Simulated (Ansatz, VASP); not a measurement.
# One calculation of NiO, two programs

```
CELL_PARAMETERS angstrom
0.00000 2.09131 2.09131
2.09131 0.00000 2.09131
4.18262 4.18262 0.00000
ATOMIC_POSITIONS crystal
Ni 0.00000 0.00000 0.00000
Ni 0.00000 0.00000 0.50000
O 0.50000 0.50000 0.25000
O 0.50000 0.50000 0.75000
```

Alike in both runs: task single point; functional LDA; k mesh 8 × 8 × 8; occupations gaussian, width 0.05 eV; collinear spin; Hubbard terms Ni d U = 5.0 eV, J = 0.9 eV.

```csv
,VASP,Ansatz
version,VASP 6.6.1,Ansatz 0.2.0
potentials or method,"VASP PAW LDA potentials, release 64 (Ni, O), cutoff 520 eV","scalar-relativistic, plane waves, PAW"
valence electrons in the cell,32,48
```

Ansatz gave:

```
gap on the k mesh at the Fermi level (eV)                     : 1.08
least direct gap on the mesh (eV)                             : 1.08
pressure (GPa)                                                : -7.2
net moment per atom (μB)                                      : 1.00
size of the moment on the site where the two differ most (μB) : 1.66
```

Question: What did VASP give for the same quantities?

Answer: gap on the k mesh at the Fermi level (eV): 1.20; least direct gap on the mesh (eV): 1.20; pressure (GPa): -14.5; net moment per atom (μB): 1.00; size of the moment on the site where the two differ most (μB): 1.73.

LDA's correlation is that of Perdew and Zunger in VASP and of Perdew and Wang (1992) in Ansatz. Site moments also hang on the region over which each program counts them. The programs project onto different local orbitals, so the same U acts differently, and such runs can settle in different states. VASP's potentials hold 32 valence electrons a cell and Ansatz's 48, so a difference there can come from the potentials and not from the codes.
